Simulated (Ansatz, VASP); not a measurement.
MgB2: VASP beside Ansatz

```
Mg B
1.0
     3.07215    0.00000    0.00000
    -1.53607    2.66056    0.00000
     0.00000    0.00000    3.49936
Mg B
1 2
Cartesian
  0.0000 0.0000 0.0000
  0.0000 1.7737 1.7497
  1.5361 0.8869 1.7497
```

Alike in both runs: task single point; functional r2SCAN; k mesh 12 × 12 × 10; occupations gaussian, width 0.05 eV; no spin polarisation.

```csv
,VASP,Ansatz
version,VASP 6.6.1,Ansatz 0.2.0
potentials or method,"VASP PAW PBE potentials, release 64 (Mg_sv, B), cutoff 750 eV","scalar-relativistic, plane waves, PAW"
valence electrons in the cell,16,16
```

VASP gave:

* gap on the k mesh at the Fermi level (eV): none
* pressure (GPa): -0.2
* traceless stress, the component that is largest in VASP (GPa): 0.17

Q: Which values does Ansatz return?

A: gap on the k mesh at the Fermi level (eV): none; pressure (GPa): 0.0; traceless stress, the component that is largest in VASP (GPa): 0.07.

VASP's potentials were made for PBE, not for r2SCAN. A gap of «none» marks a metal or a gap that the smearing closes. With one functional, cell and mesh, what is left measures potentials, basis and numerics.
